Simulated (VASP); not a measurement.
Here is a VASP 6.6.1 calculation.

Contents of POSCAR:

```
Re
1.0
    2.7728322014      0.0000000000      0.0000000000
   -1.3864161007      2.4013431268      0.0000000000
    0.0000000000      0.0000000000      4.4919881662
Re
2
Direct
    0.1933333333      0.5966666667      0.1450000000
    0.8066666667      0.4033333333      0.8550000000
```

The input INCAR.step1:

```
  PREC = Accurate
  ENCUT = 520
  ISMEAR = -1
  SIGMA = 0.05
  LREAL = F
  LASPH = T
  NELM = 80
  NBANDS = 14
  GGA = PE
  ALGO = Normal
  EDIFF = 1E-4
  LWAVE = T
  LCHARG = F
```

INCAR.step2

```
  PREC = Accurate
  ENCUT = 520
  EDIFF = 1E-8
  ISMEAR = -1
  SIGMA = 0.05
  LREAL = F
  LASPH = T
  NELM = 80
  ALGO = Normal
  ISIF = 2
  LWAVE = F
  LCHARG = F
  METAGGA = R2SCAN
  LMIXTAU = T
  LEFG = T
  NBANDS = 14
  ISTART = 1
```

The input KPOINTS:

```
Automatic mesh
0
Gamma
  12 12 7
```

Potentials or basis: VASP PAW PBE potentials, release 64 (Re).

Launch:

```console
$ cat potpaw_PBE.64/Re/POTCAR > POTCAR
$ cp INCAR.step1 INCAR
$ mpirun -np 1 vasp_std > vasp.out
$ cp INCAR.step2 INCAR
$ mpirun -np 1 vasp_std > vasp.out
```

**Question.** Predict the pressure.

**Answer.** 172.1 GPa.

**Question.** What does it give for the largest force?

**Answer.** 35.858 eV/Å.

Forces on the atoms (eV/Å):
```
Re   14.023   8.096  31.994
Re  -14.023  -8.096 -31.994
```

Caveat: the cell differs from its parent crystal (shortest bond scaled by 0.58); atoms lie so close that the PAW spheres overlap strongly, which falsifies energies and pressures; the stress differs along the axes, from 111 to 213 GPa; without QUAD_EFG the Cq values of the log hold for a quadrupole moment of 1 mb, not for the nuclei; the PAW data sets were made with another functional, which shifts forces and pressure a little.
